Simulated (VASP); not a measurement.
Crystal: CaS3.

```
Ca S
1.0
     5.02638    0.00000    0.00000
     0.00000    5.02638    0.00000
     0.00000    0.00000    4.38790
Ca S
1 3
Direct
  0.00000 0.00000 0.00000
  0.50000 0.50000 0.00000
  0.00000 0.50000 0.50000
  0.50000 0.00000 0.50000
```

The cell was built from a structure type or drawn by symmetry, and may not be a known phase.

```yaml
Program: VASP 6.6.1
Task: relaxation of cell and atoms
Functional: PBE
Potentials_or_basis: VASP PAW PBE potentials, release 64 (Ca_sv, S)
Cutoff: 600 eV
k_mesh: 4 × 4 × 4
Occupations: gaussian, width 0.1 eV
Spin: no spin polarisation
```

At the start: pressure -10.3 GPa; volume 27.71 Å³/atom.

Where does the relaxation end?

Over 9 steps the energy falls by 425.4 meV/atom and the volume is 18.79 Å³/atom (-32.2 %); space group P4/mmm (No. 123, to 0.1 Å) before and after.

The path:
```csv
step,energy change (eV),largest force (eV/Å),pressure (GPa),volume (Å³)
1,0.0000,0.0000,-10.34,110.86
2,-1.4427,0.0000,-5.42,84.57
3,-1.6128,0.0000,-0.75,76.62
4,-1.6158,0.0000,0.26,75.35
5,-1.6153,0.0000,-0.23,75.97
6,-1.6400,0.0000,-0.16,75.85
7,-1.6962,0.0000,0.02,75.35
8,-1.5431,0.0000,1.68,73.62
9,-1.7014,0.0000,0.09,75.18
```

Final structure:
```
Ca S
1.0
     4.60870    0.00000    0.00000
     0.00000    4.60870    0.00000
     0.00000    0.00000    3.53947
Ca S
1 3
Cartesian
  0.0000 0.0000 0.0000
  2.3044 2.3044 0.0000
  0.0000 2.3044 1.7697
  2.3044 0.0000 1.7697
```

Caveat: the volume moved by over 15 % at a fixed basis, so the end points are rough.
